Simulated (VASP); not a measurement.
Wanted: the native input for a VASP 6.6.1 run.

* Task: single point
* Functional: PBEsol
* Potentials or basis: VASP PAW PBE potentials, release 64 (Rh_pv)
* Cutoff: 520 eV
* k mesh: 12 × 12 × 4
* Occupations: gaussian, width 0.15 eV
* Spin: no spin polarisation
* Dipole correction: no
* Further INCAR settings: ALGO = Fast; EDIFF = 1e-07; NBANDS = 38

The structure of Rh lies in POSCAR:

```
Rh
1.0
    2.6887360847      0.0000000000      0.0000000000
   -1.3443680423      2.3285137534      0.0000000000
    0.0000000000      0.0000000000      8.6580404880
Rh
4
Direct
    0.6666666667      0.3333333333      0.3750000000
    0.6666666667      0.3333333333      0.8750000000
    0.3333333333      0.6666666667      0.1250000000
    0.3333333333      0.6666666667      0.6250000000
```

One way to write it, as run:

INCAR

```
SYSTEM = Rh
ALGO = Fast
EDIFF = 1E-7
ENCUT = 520
GGA = PS
ISIF = 2
ISMEAR = 0
LASPH = .TRUE.
LCHARG = .FALSE.
LREAL = .FALSE.
LWAVE = .FALSE.
NBANDS = 38
NELM = 60
PREC = Accurate
SIGMA = 0.15
```

KPOINTS

```
k-points
0
G
  12 12 4
  0 0 0
```

Potentials or basis: VASP PAW PBE potentials, release 64 (Rh_pv).

Command:

```console
$ cat potpaw_PBE.64/Rh_pv/POTCAR > POTCAR
$ mpirun -np 1 vasp_std > vasp.out
```

Results of the run:

The pressure is 0.1 GPa. The band gap on the k mesh is zero (band 30 reaches 12.76 eV, above the bottom of band 31 at 10.74 eV).

Caveat: the PAW data sets were made with another functional, which shifts forces and pressure a little.

Wall time 70 s on 1 thread of Intel(R) Xeon(R) Platinum 8488C (Sapphire Rapids), on a shared host, peak memory 0.21 GiB.
